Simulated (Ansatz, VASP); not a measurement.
KCl in VASP and in Ansatz

```
K Cl
1.0
     0.00000    3.09422    3.14485
     3.09422    0.00000    3.14485
     3.09422    3.09422    0.00000
K Cl
1 1
Cartesian
  0.0000 0.0000 0.0000
  3.0942 3.0942 3.1448
```

Change from the starting cell: biaxial_xy strain -1.6%.

Alike in both runs: task single point; functional PBE; k mesh 8 × 8 × 8; occupations fermi-dirac, width 0.02 eV; no spin polarisation.

|  | VASP | Ansatz |
| --- | --- | --- |
| version | VASP 6.6.1 | Ansatz 0.2.0 |
| potentials or method | VASP PAW PBE potentials, release 64 (K_sv, Cl) | plane waves, PAW |
| plane-wave cutoff (eV) | 520 | 420 |
| valence electrons in the cell | 16 | 16 |

Ansatz gave:

- gap on the k mesh at the Fermi level (eV): 5.30
- pressure (GPa): 1.5
- traceless stress, the component that is largest in VASP (GPa): -0.47

Q: Which values does VASP return?

A: gap on the k mesh at the Fermi level (eV): 5.30; pressure (GPa): 1.5; traceless stress, the component that is largest in VASP (GPa): -0.48.

With one functional, cell and mesh, what is left measures potentials, basis and numerics.
